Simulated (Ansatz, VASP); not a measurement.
# One calculation of RbCl, two programs

```xyz
2
Lattice="0.0000 3.1374 3.1374 3.1374 0.0000 3.1374 3.1374 3.1374 0.0000" Properties=species:S:1:pos:R:3 pbc="T T T"
Rb    0.0000    0.0000    0.0000
Cl    3.1374    3.1374    3.1374
```

Alike in both runs: task single point; functional PBE; k mesh 5 × 5 × 5; no spin polarisation.

```csv
,VASP,Ansatz
version,VASP 6.6.1,Ansatz 0.2.0
potentials or method,"VASP PAW PBE potentials, release 64 (Rb_sv, Cl), cutoff 500 eV","plane waves, PAW"
occupations,"gaussian, width 0.01 eV",fixed
valence electrons in the cell,16,16
```

Ansatz gave:

* pressure (GPa): 4.5

Problem. What did VASP give for the same quantities?

Solution. Pressure (GPa): 4.6.
